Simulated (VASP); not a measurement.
Here is a VASP 6.6.1 calculation.

File INCAR:

```
SYSTEM = SnGe5
ALGO = Normal
EDIFF = 1E-7
ENCUT = 520
GGA = PE
ISIF = 2
ISMEAR = -1
LASPH = .True.
LCHARG = .True.
LELF = .True.
LREAL = .False.
LVHAR = .True.
LWAVE = .False.
NBANDS = 51
NELM = 60
PREC = Accurate
SIGMA = 0.02
```

File KPOINTS:

```
k-points
0
Gamma
  6 6 2
  0 0 0
```

The input POSCAR:

```
SnGe5
1.0
    4.1984127535      0.0000000000      0.0000000000
   -2.0992063768      3.6359321001      0.0000000000
    0.0000000000      0.0000000000     10.2137971978
Ge Sn
5 1
Direct
    0.0000000000      0.0000000000     -0.0137062223
    0.6666666667      0.3333333333      0.6658313784
    0.3333333333      0.6666666667      0.3469452632
    0.6666666667      0.3333333333      0.9108861360
    0.3333333333      0.6666666667      0.5907033187
    0.0000000000      0.0000000000      0.2493401259
```

Potentials or basis: VASP PAW PBE potentials, release 64 (Ge_d, Sn_d).

Command:

```bash
$ cat potpaw_PBE.64/Ge_d/POTCAR potpaw_PBE.64/Sn_d/POTCAR > POTCAR
$ mpirun -np 1 vasp_std > vasp.out
```

Problem. Predict the band gap on the k mesh.

Solution. Zero (band 42 reaches 4.66 eV, above the bottom of band 43 at 4.47 eV).

Problem. Estimate the pressure.

Solution. 0.0 GPa.

Forces on the atoms (eV/Å):
```
Ge   0.000  0.000  0.001
Ge   0.000  0.000  0.000
Ge   0.000  0.000 -0.002
Ge   0.000  0.000  0.000
Ge   0.000  0.000 -0.002
Sn   0.000  0.000  0.003
```

Caveat: spin-orbit coupling is left out, which moves the levels of the heavy elements.
